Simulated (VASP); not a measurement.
**BC6: single point with PBE**

System: BC6.

```
C B
1.0
     4.97300   -0.19666    0.02259
    -0.19666    4.92961   -0.10694
     0.02259   -0.10694    4.82446
C B
12 2
Direct
  0.31911 0.90703 0.13538
  0.28628 0.27083 0.62774
  0.59689 0.63061 0.43147
  0.89264 0.68598 0.98566
  0.78991 0.09198 0.22907
  0.87298 0.65528 0.41249
  0.72246 0.30177 0.39081
  0.44934 0.86780 0.36820
  0.01290 0.85099 0.20712
  0.11404 0.06444 0.82246
  0.54735 0.18578 0.64429
  0.09139 0.76197 0.71014
  0.30776 0.57332 0.66879
  0.79850 0.16555 0.91343
```

| Property | Result |
| --- | --- |
| Program | VASP 6.6.1 |
| Task | single point |
| Functional | PBE |
| Potentials or basis | VASP PAW PBE potentials, release 64 (C, B) |
| Cutoff | 520 eV |
| k mesh | 1 × 1 × 1, shifted |
| Occupations | fermi-dirac, width 0.3447 eV |
| Spin | no spin polarisation |

```
Pressure      : -3.6 GPa
Largest force : 6.428 eV/Å
```

Forces in eV/Å, atoms in the order of the input:
```
C   -5.433  0.315  0.143
C   -1.280 -2.279  5.163
C   -3.529  1.295  1.305
C    1.120 -1.555 -4.744
C    0.812  0.022 -4.427
C    3.807 -0.291  3.308
C   -1.548  3.729  5.001
C    5.116 -0.473 -0.951
C   -1.553 -1.415  0.475
C   -0.695  1.859 -4.822
C    4.262  0.306 -0.716
C   -4.014  0.821  2.201
B    2.254 -1.181 -1.008
B    0.681 -1.154 -0.928
```

Stress tensor (GPa, compression positive):
```
-8.15 -4.20  1.73
-4.20 -8.30 -4.01
 1.73 -4.01  5.71
```

Levels at points of the mesh, in eV from the Fermi level:
```csv
k point,band 23,band 24,band 25,band 26,band 27,band 28,band 29,band 30,band 31,band 32
"(0.25, 0.25, 0.25)",-2.40,-1.98,-1.41,-1.03,-0.24,0.31,0.74,1.64,2.39,2.85
```

It took 19 s on 1 thread of AMD EPYC 7R43 64-Core Processor (Zen 3), on a shared host, peak memory 0.17 GiB.

Caveat: the atoms stand as in a frame of molecular dynamics.
